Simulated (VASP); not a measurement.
# Si2Sb2Se (P6/mmm) in VASP: further runs, part 2 of 2

VASP 6.6.1. The steps go on from the part before.

## Step 5: Single point, PBE

This run uses another cell than the first one, of 28.97 Å³/atom, 1.082 times its volume.

The input, INCAR:

```
  ALGO = Normal
  EDIFF = 1E-7
  ENCUT = 520
  GGA = PE
  ISIF = 2
  ISMEAR = 0
  LASPH = True
  LCHARG = True
  LELF = True
  LREAL = False
  LVHAR = True
  LWAVE = False
  NBANDS = 20
  NELM = 100
  PREC = Accurate
  SIGMA = 0.1
```

The input, KPOINTS:

```
k-points
0
Gamma
  12 12 6
```

The input, POSCAR:

```
Si2Sb2Se
1.0
    4.4372236462      0.0000000000      0.0000000000
   -2.2186118231      3.8427483999      0.0000000000
    0.0000000000      0.0000000000      8.4954649992
Si Sb Se
2 2 1
Direct
    0.3333333333      0.6666666667      0.0000000000
    0.6666666667      0.3333333333      0.0000000000
    0.0000000000      0.0000000000      0.8077490079
    0.0000000000      0.0000000000      0.1922509921
    0.0000000000      0.0000000000      0.5000000000
```

Potentials or basis: VASP PAW PBE potentials, release 64 (Si, Sb, Se).

On the command line:

```
> cat potpaw_PBE.64/Si/POTCAR potpaw_PBE.64/Sb/POTCAR potpaw_PBE.64/Se/POTCAR > POTCAR
> mpirun -np 1 vasp_std > vasp.out
```

OUTCAR:

```text
EDIFF = 1E-7
   ENCUT = 520
   GGA = PE
   ISIF = 2
   ISMEAR = 0
   LASPH = True
   LREAL = False
   NELM = 100
   PREC = Accurate

 ion  position               nearest neighbor table
   1  0.333  0.667  0.000-   2 2.56   2 2.56   2 2.56   4 3.04   3 3.04   4 3.04   3 3.04   4 3.04
                             3 3.04
   2  0.667  0.333  0.000-   1 2.56   1 2.56   1 2.56   4 3.04   3 3.04   3 3.04   4 3.04   3 3.04
                             4 3.04
   3  0.000  0.000  0.808-   5 2.61   2 3.04   1 3.04   2 3.04   1 3.04   2 3.04   1 3.04   4 3.27

   4  0.000  0.000  0.192-   5 2.61   2 3.04   1 3.04   2 3.04   1 3.04   2 3.04   1 3.04   3 3.27

   5  0.000  0.000  0.500-   3 2.61   4 2.61

  LATTYP: Found a hexagonal cell.
 ALAT       =     4.4372236462
 C/A-ratio  =     1.9145902205

  Lattice vectors:

 A1 = (   4.4372236462,   0.0000000000,   0.0000000000)
 A2 = (  -2.2186118231,   3.8427483999,   0.0000000000)
 A3 = (   0.0000000000,   0.0000000000,   8.4954649992)

Analysis of symmetry for initial positions (statically):
=====================================================================
 Subroutine PRICEL returns:
[... 174 lines left out ...]
  free energy    TOTEN  =       -20.28795837 eV

  energy without entropy =      -20.27211366  energy(sigma->0) =      -20.28003601

 E-fermi :   4.3671     XC(G=0):  -8.6383

 val. band max:        4.3591670158   @ k =   0.1667   0.0833   0.5000
 cond. band min:       4.3940290607   @ k =   0.3333   0.2500   0.3333
 fundamental gap:      0.0348620450
 Fermi energy:         4.3670595105

 k-point     1 :       0.0000    0.0000    0.0000
  band No.  band energies     occupation
      1      -8.7389      2.00000
      2      -7.6418      2.00000
      3      -5.4507      2.00000
      4      -1.4066      2.00000
      5       0.4412      2.00000
      6       1.7595      2.00000
[... 541 lines left out ...]
     19       9.5210      0.00000
     20       9.6507      0.00000

 [... further k-points ...]
[... 5 lines left out ...]
  --------------------------------------------------------------------------------------
  -------------------------------------------------------------------------------------
  Total       -0.0445667     -0.0445667     -0.0089138     -0.0000000      0.0000000      0.0000000
  in kB       -0.4929252     -0.4929252     -0.0985896     -0.0000000      0.0000000      0.0000000
  external PRESSURE =      -0.3614800 kB  Pullay stress =       0.0000000 kB

 VOLUME and BASIS-vectors are now :
 -----------------------------------------------------------------------------
  energy-cutoff  :      520.00
  volume of cell :      144.86
      direct lattice vectors                 reciprocal lattice vectors
     4.437223646  0.000000000  0.000000000     0.225366148  0.130115206  0.000000000
    -2.218611823  3.842748400  0.000000000     0.000000000  0.260230412  0.000000000
     0.000000000  0.000000000  8.495464999     0.000000000  0.000000000  0.117709861

 POSITION                                       TOTAL-FORCE (eV/Angst)
 -----------------------------------------------------------------------------------
     -0.00000      2.56183      0.00000         0.000000      0.000000      0.000000
      2.21861      1.28092      0.00000        -0.000000      0.000000      0.000000
      0.00000      0.00000      6.86220         0.000000     -0.000000      0.010790
      0.00000      0.00000      1.63326        -0.000000      0.000000     -0.010790
      0.00000      0.00000      4.24773        -0.000000      0.000000      0.000000
 -----------------------------------------------------------------------------------
    total drift:                                0.000000     -0.000000      0.000000

  FREE ENERGIE OF THE ION-ELECTRON SYSTEM (eV)
  ---------------------------------------------------
  free  energy   TOTEN  =       -20.2879583731 eV

  energy  without entropy=      -20.2721136560  energy(sigma->0) =      -20.28003601
```

It took 86 s on 1 thread of Intel Xeon 6975P-C (Granite Rapids), shared host; peak memory 0.42 GiB.

Results:

| Quantity | Value |
| --- | --- |
| Free energy | -20.2880 eV |
| Pressure | 0.0 GPa |
| Largest force | 0.011 eV/Å |
| Band gap on the k mesh | zero (band 12 reaches 5.08 eV, above the bottom of band 13 at 3.67 eV) |

Forces on the atoms (eV/Å):
```
Si   0.000  0.000  0.000
Si   0.000  0.000  0.000
Sb   0.000  0.000  0.011
Sb   0.000  0.000 -0.011
Se   0.000  0.000  0.000
```

Caveat: spin-orbit coupling is left out, which moves the levels of the heavy elements.

## Step 6: The runs side by side

```csv
task,cell,k mesh,cutoff (eV),gap on the mesh (eV),pressure (GPa),largest force (eV/Å)
single point,"a = 4.027, b = 4.027, c = 9.530 Å, angles 90.0, 90.0, 120.0°, 5 atoms",6 × 6 × 2,520,none,15.3,5.42
single point,"a = 4.454, b = 4.454, c = 8.413 Å, angles 90.0, 90.0, 120.0°, 5 atoms",6 × 6 × 2,520,none,0.0,0.03
relaxation of cell and atoms,"relaxed from a = 4.027, b = 4.027, c = 9.530 Å, angles 90.0, 90.0, 120.0°, 5 atoms",6 × 6 × 2,600,none,0.1,0.01
single point,"a = 4.437, b = 4.437, c = 8.495 Å, angles 90.0, 90.0, 120.0°, 5 atoms",12 × 12 × 6,520,none,0.0,0.01
```

Alike in all rows: level PBE; potentials or basis VASP PAW PBE potentials, release 64 (Si, Sb, Se); no spin polarisation; smearing gaussian 0.1 eV.

Caveats: some runs use coarse meshes; spin-orbit coupling is left out, which moves the levels of the heavy elements; this functional lacks dispersion, which binds the layers, so the pressure and a relaxed spacing across them are unreliable (some runs); forces of over 1 eV/Å act on the atoms, so gaps and moduli don't describe the material at rest (some runs).

Total energies depend on the potentials used, so only differences within one code and one set of settings carry meaning.
